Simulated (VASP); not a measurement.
Set up this calculation in VASP 6.6.1, as the native input.

```
Task                   : single point
Functional             : PBE
Potentials or basis    : VASP PAW PBE potentials, release 64 (Sn_d)
Cutoff                 : 520 eV
k mesh                 : 16 × 16 × 9
Occupations            : fermi-dirac, width 0.08 eV
Spin                   : no spin polarisation
Dipole correction      : no
Further INCAR settings : ALGO = Normal; EDIFF = 1e-06; NBANDS = 21
```

The structure of Sn lies in POSCAR:

```
Sn
1.0
    2.6948768163      0.0000000000      0.0000000000
   -1.3474384081      2.3338317830      0.0000000000
    0.0000000000      0.0000000000      4.3643236027
Sn
2
Direct
    0.3333333333      0.6666666667      0.2500000000
    0.6666666667      0.3333333333      0.7500000000
```

The input as run:

INCAR

```
PREC = Accurate
ENCUT = 520
EDIFF = 1E-6
ISMEAR = -1
SIGMA = 0.08
LREAL = False
LASPH = True
NELM = 100
ALGO = Normal
ISIF = 2
LWAVE = False
LCHARG = False
GGA = PE
NBANDS = 21
```

KPOINTS

```
regular mesh
0
Gamma
  16 16 9
```

Potentials or basis: VASP PAW PBE potentials, release 64 (Sn_d).

Launch:

```console
$ cat potpaw_PBE.64/Sn_d/POTCAR > POTCAR
$ mpirun -np 1 vasp_std > vasp.out
```

It gave:

The pressure is 180.5 GPa. The band gap on the k mesh is zero (band 14 reaches 29.58 eV, above the bottom of band 15 at 15.97 eV).

Caveat: spin-orbit coupling is left out, which moves the levels of the heavy elements.

Wall time 24 s on 1 thread of Intel(R) Xeon(R) 6975P-C (Granite Rapids), with other jobs on the host, peak memory 0.19 GiB.
